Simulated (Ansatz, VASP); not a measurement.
## Two plane-wave programs on AlGa2N3

```xyz
6
Lattice="-1.5923 1.5923 6.7358 1.5923 -1.5923 6.7358 1.5923 1.5923 -6.7358" Properties=species:S:1:pos:R:3 pbc="T T T"
Al    0.0000    0.0000    6.7358
Ga    0.0000    0.0000   11.2541
Ga    0.0000    0.0000    2.2175
N     1.5923    0.0000    5.6785
N     1.5923    0.0000    1.0573
N     0.0000    1.5923    3.3679
```

Alike in both runs: functional PBE; k mesh 12 × 12 × 12; occupations gaussian, width 0.02 eV; no spin polarisation.

Ansatz relaxed the structure, and its values are those at the end. VASP's run is a single point on that final structure, the one shown.

```csv
,VASP,Ansatz
version,VASP 6.6.1,Ansatz 0.2.0
potentials or method,"VASP PAW PBE potentials, release 64 (Al, Ga_d, N), cutoff 520 eV","scalar-relativistic, plane waves, PAW"
valence electrons in the cell,44,44
```

Ansatz gave:

| Property | Result |
| --- | --- |
| gap on the k mesh at the Fermi level (eV) | 2.24 |
| least direct gap on the mesh (eV) | 2.24 |
| pressure (GPa) | 0.0 |
| rms of the force components (eV/Å) | 0.002 |

Problem. What did VASP give for the same quantities?

Solution. gap on the k mesh at the Fermi level (eV): 2.25; least direct gap on the mesh (eV): 2.25; pressure (GPa): 0.0; rms of the force components (eV/Å): 0.009.

With one functional, cell and mesh, what is left measures potentials, basis and numerics.
